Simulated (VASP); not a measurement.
# CsPbCl3 (Pm-3m) in VASP: a series of runs

CsPbCl3 is run at these levels: LDA, PBEsol; tasks: single point.

Program: VASP 6.6.1. These are calculated values, not measurements. Logs are shortened: lines on timing, memory, paths and dates and some standing lists are left out, and cuts for length are marked.

### 1 The cell of the first run

Symmetry: Pm-3m, No. 221, cubic system. The conventional cell has a = 5.529 Å, b = 5.529 Å, c = 5.529 Å, α = 90.00°, β = 90.00°, γ = 90.00°. Cs (site symmetry m-3m) has 12 Cl at 3.91 Å and 8 Pb at 4.79 Å within 5.1 Å. Pb (site symmetry m-3m) has 6 Cl at 2.76 Å within 3.6 Å. Cl (site symmetry 4/mmm) has 2 Pb at 2.76 Å within 3.6 Å.

### 2 Single point, LDA

The input, INCAR:

```
PREC = Accurate
ENCUT = 520
EDIFF = 1E-6
ISMEAR = -1
SIGMA = 0.02
LREAL = F
LASPH = T
NELM = 100
ALGO = Normal
ISIF = 2
LWAVE = F
LCHARG = F
NBANDS = 30
```

The input, KPOINTS:

```
regular mesh
0
Gamma
  4 4 4
```

The input, POSCAR:

```
CsPbCl3
1.0
    5.5287004256      0.0000000000      0.0000000000
    0.0000000000      5.5287004256      0.0000000000
    0.0000000000      0.0000000000      5.5287004256
Cs Pb Cl
1 1 3
Direct
    0.0000000000      0.0000000000      0.0000000000
    0.5000000000      0.5000000000      0.5000000000
    0.5000000000      0.5000000000      0.0000000000
    0.0000000000      0.5000000000      0.5000000000
    0.5000000000      0.0000000000      0.5000000000
```

Potentials or basis: VASP PAW LDA potentials, release 64 (Cs_sv, Pb_d, Cl).

Started as:

```sh
$ cat potpaw_LDA.64/Cs_sv/POTCAR potpaw_LDA.64/Pb_d/POTCAR potpaw_LDA.64/Cl/POTCAR > POTCAR
$ mpirun -np 1 vasp_std > vasp.out
```

OUTCAR:

```text
PREC = Accurate
   ENCUT = 520
   EDIFF = 1E-6
   ISMEAR = -1
   LREAL = F
   LASPH = T
   NELM = 100
   ISIF = 2

 ion  position               nearest neighbor table
   1  0.000  0.000  0.000-
   2  0.500  0.500  0.500-   3 2.76   4 2.76   5 2.76   3 2.76   5 2.76   4 2.76
   3  0.500  0.500  0.000-   2 2.76   2 2.76
   4  0.000  0.500  0.500-   2 2.76   2 2.76
   5  0.500  0.000  0.500-   2 2.76   2 2.76

  LATTYP: Found a simple cubic cell.
 ALAT       =     5.5287004256

  Lattice vectors:

 A1 = (   5.5287004256,   0.0000000000,   0.0000000000)
 A2 = (   0.0000000000,   5.5287004256,   0.0000000000)
 A3 = (   0.0000000000,   0.0000000000,   5.5287004256)

Analysis of symmetry for initial positions (statically):
=====================================================================
 Subroutine PRICEL returns:
 Original cell was already a primitive cell.

 Routine SETGRP: Setting up the symmetry group for a
 simple cubic supercell.

 Subroutine GETGRP returns: Found 48 space group operations
 (whereof 48 operations were pure point group operations)
 out of a pool of 48 trial point group operations.

The static configuration has the point symmetry O_h .

Analysis of symmetry for dynamics (positions and initial velocities):
=====================================================================
 Subroutine PRICEL returns:
 Original cell was already a primitive cell.

 Routine SETGRP: Setting up the symmetry group for a
 simple cubic supercell.

 Subroutine GETGRP returns: Found 48 space group operations
 (whereof 48 operations were pure point group operations)
 out of a pool of 48 trial point group operations.

The dynamic configuration has the point symmetry O_h .

 Subroutine INISYM returns: Found 48 space group operations
 (whereof 48 operations are pure point group operations),
 and found     1 'primitive' translations

----------------------------------------------------------------------------------------

                                     Primitive cell

  volume of cell :     168.9932

  direct lattice vectors                    reciprocal lattice vectors
     5.528700426  0.000000000  0.000000000     0.180874333  0.000000000  0.000000000
     0.000000000  5.528700426  0.000000000     0.000000000  0.180874333  0.000000000
     0.000000000  0.000000000  5.528700426     0.000000000  0.000000000  0.180874333

  length of vectors
     5.528700426  5.528700426  5.528700426     0.180874333  0.180874333  0.180874333

  position of ions in fractional coordinates (direct lattice)
     0.000000000  0.000000000  0.000000000
     0.500000000  0.500000000  0.500000000
     0.500000000  0.500000000  0.000000000
     0.000000000  0.500000000  0.500000000
     0.500000000  0.000000000  0.500000000

  ion indices of the primitive-cell ions
   primitive index   ion index
                 1           1
                 2           2
                 3           3
                 4           4
                 5           5

----------------------------------------------------------------------------------------

 KPOINTS: regular mesh

Automatic generation of k-mesh.
 Grid dimensions read from file:
 generate k-points for:    4    4    4

 Generating k-lattice:

  Cartesian coordinates                     Fractional coordinates (reciprocal lattice)
     0.045218583  0.000000000  0.000000000     0.250000000  0.000000000  0.000000000
     0.000000000  0.045218583  0.000000000     0.000000000  0.250000000  0.000000000
     0.000000000  0.000000000  0.045218583     0.000000000  0.000000000  0.250000000

  Length of vectors
     0.045218583  0.045218583  0.045218583

  Shift w.r.t. Gamma in fractional coordinates (k-lattice)
     0.000000000  0.000000000  0.000000000

 Subroutine IBZKPT returns following result:
 ===========================================

 Found     10 irreducible k-points:

 Following reciprocal coordinates:
            Coordinates               Weight
  0.000000  0.000000  0.000000      1.000000
  0.250000  0.000000  0.000000      6.000000
  0.500000  0.000000  0.000000      3.000000
  0.250000  0.250000  0.000000     12.000000
  0.500000  0.250000  0.000000     12.000000
  0.500000  0.500000  0.000000      3.000000
  0.250000  0.250000  0.250000      8.000000
  0.500000  0.250000  0.250000     12.000000
  0.500000  0.500000  0.250000      6.000000
  0.500000  0.500000  0.500000      1.000000
   k-points           NKPTS =     10   k-points in BZ     NKDIM =     10   number of bands    NBANDS=     30
   number of dos      NEDOS =    301   number of ions     NIONS =      5
   total plane-waves  NPLWV =  74088
   dimension x,y,z NGX =    42 NGY =   42 NGZ =   42
   dimension x,y,z NGXF=    84 NGYF=   84 NGZF=   84
   ions per type =               1   1   3
   NGX,Y,Z   is equivalent  to a cutoff of  12.63, 12.63, 12.63 a.u.
   NGXF,Y,Z  is equivalent  to a cutoff of  25.26, 25.26, 25.26 a.u.
 SYSTEM =  unknown system
   PREC   = accura    normal or accurate (medium, high low for compatibility)
   ISTART =      0    job   : 0-new  1-cont  2-samecut
   ICHARG =      2    charge: 1-file 2-atom 10-const
   ISPIN  =      1    spin polarized calculation?
   LNONCOLLINEAR =      F non collinear calculations
   LSORBIT =      F    spin-orbit coupling
   LASPH  =      T    aspherical Exc in radial PAW
   ENCUT  =  520.0 eV  38.22 Ry    6.18 a.u.  10.28 10.28 10.28*2*pi/ulx,y,z
   NELM   =    100;   NELMIN=  2; NELMDL= -5     # of ELM steps
   EDIFF  = 0.1E-05   stopping-criterion for ELM
   LREAL  =      F    real-space projection
   EDIFFG = 0.1E-04   stopping-criterion for IOM
   NSW    =      0    number of steps for IOM
   IBRION =     -1    ionic relax: 0-MD 1-quasi-New 2-CG
   NFREE  =      0    steps in history (QN), initial steepest desc. (CG)
   ISIF   =      2    stress and relaxation
   ISYM   =      2    0-nonsym 1-usesym 2-fastsym
   POTIM  = 0.5000    time-step for ionic-motion
   TEBEG  =    0.0;   TEEND  =   0.0 temperature during run
   PSTRESS=    0.0 pullay stress
   NELECT =      44.0000    total number of electrons
   NUPDOWN=      -1.0000    fix difference up-down
   EMIN   =  10.00;   EMAX   =-10.00  energy-range for DOS
   EFERMI =   0.00;   METHOD = LEGACY
   ISMEAR =    -1;   SIGMA  =   0.02  broadening in eV -4-tet -1-fermi 0-gaus
   EFERMI_NEDOS =   21; number of points for ismear=-14 and -15
   IALGO  =     38    algorithm
   IMIX   =      4    mixing-type and parameters
     AMIX     =   0.40;   BMIX     =  1.00
     AMIX_MAG =   1.60;   BMIX_MAG =  1.00
  volume/ion in A,a.u.               =      33.80       228.08
  Fermi-wavevector in a.u.,A,eV,Ry     =   1.045368  1.975460 14.868377  1.092795
  Thomas-Fermi vector in A             =   2.180161
   LORBIT       =      0    0 simple, 1 ext, 2 COOP (PROOUT), +10 PAW based schemes
   GGA     = CA    functional components
   LHFCALC =     F    Hartree Fock is set to
   AEXX    =    0.0000 exact exchange contribution
   IVDW    =     0    specifies the selected vdW correction
   LEPSILON=     F    determine dielectric tensor
   LRPA    =     F    only Hartree local field effects (RPA)
 non-spin polarized calculation
  energy-cutoff  :      520.00
  volume of cell :      168.99
 maximum number of plane-waves:      4632
 NGX is ok and might be reduce to    42
   NGX = 21   NGY = 21   NGZ = 21

 number of electron      43.9999985 magnetization

 Free energy of the ion-electron system (eV)
  ---------------------------------------------------
  ext. energy  EPLUGINS =         0.00000000
  ---------------------------------------------------
  free energy    TOTEN  =       -19.40019165 eV

  energy without entropy =      -19.40019165  energy(sigma->0) =      -19.40019165

 E-fermi :   2.5974     XC(G=0):  -8.4555

 val. band max:        2.1258015606   @ k =   0.5000   0.5000   0.5000
 cond. band min:       3.6404829446   @ k =   0.5000   0.5000   0.5000
 fundamental gap:      1.5146813839
 Fermi energy:         2.5973803498

 k-point     1 :       0.0000    0.0000    0.0000
  band No.  band energies     occupation
      1     -19.3821      2.00000
      2     -14.9098      2.00000
      3     -14.9098      2.00000
      4     -14.5947      2.00000
      5     -14.5947      2.00000
      6     -14.5947      2.00000
[... 22 lines left out ...]
     29       8.1977      0.00000
     30       8.1977      0.00000

 k-point     2 :       0.2500    0.0000    0.0000
  band No.  band energies     occupation
      1     -19.3805      2.00000
      2     -14.9096      2.00000
      3     -14.8483      2.00000
      4     -14.5958      2.00000
      5     -14.5958      2.00000
      6     -14.5947      2.00000
[... 22 lines left out ...]
     29       7.0639      0.00000
     30       8.2201      0.00000

 k-point     3 :       0.5000    0.0000    0.0000
  band No.  band energies     occupation
      1     -19.3789      2.00000
      2     -14.9094      2.00000
      3     -14.7844      2.00000
      4     -14.5967      2.00000
      5     -14.5967      2.00000
      6     -14.5947      2.00000
[... 22 lines left out ...]
     29       7.3879      0.00000
     30       8.5308      0.00000

 k-point     4 :       0.2500    0.2500    0.0000
  band No.  band energies     occupation
      1     -19.3791      2.00000
      2     -14.8805      2.00000
      3     -14.8114      2.00000
      4     -14.5967      2.00000
      5     -14.5957      2.00000
      6     -14.5957      2.00000
[... 154 lines left out ...]
     29       7.8813      0.00000
     30       7.9404      0.00000

 k-point     9 :       0.5000    0.5000    0.2500
  band No.  band energies     occupation
      1     -19.3754      2.00000
      2     -14.7763      2.00000
      3     -14.6913      2.00000
      4     -14.5987      2.00000
      5     -14.5977      2.00000
      6     -14.5977      2.00000
[... 22 lines left out ...]
     29       7.5186      0.00000
     30       7.9460      0.00000

 k-point    10 :       0.5000    0.5000    0.5000
  band No.  band energies     occupation
      1     -19.3743      2.00000
      2     -14.6913      2.00000
      3     -14.6913      2.00000
      4     -14.5988      2.00000
      5     -14.5988      2.00000
      6     -14.5988      2.00000
[... 22 lines left out ...]
     29       7.2664      0.00000
     30       8.5796      0.00000

------------------------ aborting loop because EDIFF is reached ----------------------------------------

  FORCE on cell =-STRESS in cart. coord.  units (eV):
  Direction    XX          YY          ZZ          XY          YZ          ZX
  --------------------------------------------------------------------------------------
  -------------------------------------------------------------------------------------
  Total        0.0067198      0.0067198      0.0067198     -0.0000000      0.0000000     -0.0000000
  in kB        0.0637088      0.0637088      0.0637088     -0.0000000      0.0000000     -0.0000000
  external PRESSURE =       0.0637088 kB  Pullay stress =       0.0000000 kB

 VOLUME and BASIS-vectors are now :
 -----------------------------------------------------------------------------
  energy-cutoff  :      520.00
  volume of cell :      168.99
      direct lattice vectors                 reciprocal lattice vectors
     5.528700426  0.000000000  0.000000000     0.180874333  0.000000000  0.000000000
     0.000000000  5.528700426  0.000000000     0.000000000  0.180874333  0.000000000
     0.000000000  0.000000000  5.528700426     0.000000000  0.000000000  0.180874333

 POSITION                                       TOTAL-FORCE (eV/Angst)
 -----------------------------------------------------------------------------------
      0.00000      0.00000      0.00000         0.000000      0.000000      0.000000
      2.76435      2.76435      2.76435         0.000000      0.000000      0.000000
      2.76435      2.76435      0.00000         0.000000      0.000000      0.000000
      0.00000      2.76435      2.76435         0.000000      0.000000      0.000000
      2.76435      0.00000      2.76435         0.000000      0.000000      0.000000
 -----------------------------------------------------------------------------------
    total drift:                                0.000000     -0.000000     -0.000000

  FREE ENERGIE OF THE ION-ELECTRON SYSTEM (eV)
  ---------------------------------------------------
  free  energy   TOTEN  =       -19.4001916451 eV

  energy  without entropy=      -19.4001916451  energy(sigma->0) =      -19.40019165
```

It took 18 s on 1 thread of Intel Xeon 6975P-C (Granite Rapids), shared host; peak memory 0.23 GiB.

Results:

* Free energy: -19.4002 eV
* Pressure: 0.0 GPa
* Band gap on the k mesh: 1.51 eV

Levels at points of the mesh, in eV from the valence-band top:
| k point | band 20 | band 21 | band 22 | band 23 | band 24 | band 25 |
| --- | --- | --- | --- | --- | --- | --- |
| (0.00, 0.00, 0.00) | -2.83 | -2.83 | -2.83 | 2.74 | 3.69 | 3.69 |
| (0.50, 0.00, 0.00) | -2.97 | -2.97 | -1.85 | 2.76 | 4.17 | 4.70 |
| (0.50, 0.50, 0.00) | -3.03 | -2.50 | -0.90 | 2.19 | 2.19 | 4.65 |
| (0.50, 0.50, 0.50) | -2.48 | -2.48 | 0.00 | 1.51 | 1.51 | 1.51 |

Caveat: spin-orbit coupling is left out, which moves the levels of the heavy elements.

### 3 Single point, PBEsol

This run uses another cell than the first one, of 35.61 Å³/atom.

The input, INCAR:

```
SYSTEM = CsPbCl3
  PREC = Accurate
  ENCUT = 520
  EDIFF = 1E-7
  ISMEAR = -1
  SIGMA = 0.02
  LREAL = .FALSE.
  LASPH = .TRUE.
  NELM = 100
  ALGO = Normal
  ISIF = 2
  LWAVE = .FALSE.
  LCHARG = .FALSE.
  GGA = PS
  NBANDS = 30
```

The input, KPOINTS:

```
regular mesh
0
G
  4 4 4
  0 0 0
```

POSCAR, as its differences from that of step 2:

```diff
@@ -2,5 +2,5 @@
 1.0
-    5.5287004256      0.0000000000      0.0000000000
-    0.0000000000      5.5287004256      0.0000000000
-    0.0000000000      0.0000000000      5.5287004256
+    5.6255849341      0.0000000000      0.0000000000
+    0.0000000000      5.6255849341      0.0000000000
+    0.0000000000      0.0000000000      5.6255849341
 Cs Pb Cl
```

Potentials or basis: VASP PAW PBE potentials, release 64 (Cs_sv, Pb_d, Cl).

Started as:

```sh
$ cat potpaw_PBE.64/Cs_sv/POTCAR potpaw_PBE.64/Pb_d/POTCAR potpaw_PBE.64/Cl/POTCAR > POTCAR
$ mpirun -np 1 vasp_std > vasp.out
```

It took 28 s on 1 thread of Intel Xeon 6975P-C (Granite Rapids), shared host; peak memory 0.27 GiB.

It converged, with:

```yaml
Free_energy: -18.3595 eV
Pressure: 0.0 GPa
Band_gap_on_the_k_mesh: 1.85 eV
```

Levels at points of the mesh, in eV from the valence-band top:
```csv
k point,band 19,band 20,band 21,band 22,band 23,band 24,band 25,band 26
"(0.00, 0.00, 0.00)",-2.55,-2.45,-2.45,-2.45,3.26,4.28,4.28,5.18
"(0.50, 0.00, 0.00)",-2.65,-2.56,-2.56,-1.65,2.94,4.64,5.20,5.26
"(0.50, 0.50, 0.00)",-2.74,-2.68,-2.13,-0.80,2.44,2.44,4.86,5.36
"(0.50, 0.50, 0.50)",-2.12,-2.12,-2.12,0.00,1.85,1.85,1.85,5.04
```

Caveat: the PAW data sets were made with another functional, which shifts forces and pressure a little; spin-orbit coupling is left out, which moves the levels of the heavy elements. A k mesh can miss the band edges.
